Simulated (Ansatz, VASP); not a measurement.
**CuRe3: VASP beside Ansatz**

```
CELL_PARAMETERS angstrom
3.84307 0.00000 0.00000
0.00000 3.84307 0.00000
0.00000 0.00000 3.84307
ATOMIC_POSITIONS crystal
Cu 0.00000 0.00000 0.00000
Re 0.00000 0.50000 0.50000
Re 0.50000 0.00000 0.50000
Re 0.50000 0.50000 0.00000
```

Change from the starting cell: species swapped into the SmY3 type (Pm-3m, No. 221).

Alike in both runs: functional PBE; k mesh 12 × 12 × 12; occupations gaussian, width 0.1 eV; no spin polarisation.

Ansatz relaxed the structure, and its values are those at the end. VASP's run is a single point on that final structure, the one shown.

|  | VASP | Ansatz |
| --- | --- | --- |
| version | VASP 6.6.1 | Ansatz 0.2.0 |
| potentials or method | VASP PAW PBE potentials, release 64 (Cu, Re), cutoff 520 eV | scalar-relativistic, plane waves, PAW |
| valence electrons in the cell | 32 | 64 |

|  | VASP | Ansatz | Ansatz less VASP |
| --- | --- | --- | --- |
| gap on the k mesh at the Fermi level (eV) | none | none | - |
| pressure (GPa) | 0.0 | 0.0 | +0.01 |

A gap of «none» marks a metal or a gap that the smearing closes. VASP's potentials hold 32 valence electrons a cell and Ansatz's 64, so a difference there can come from the potentials and not from the codes.

Neither program's run includes spin-orbit coupling.
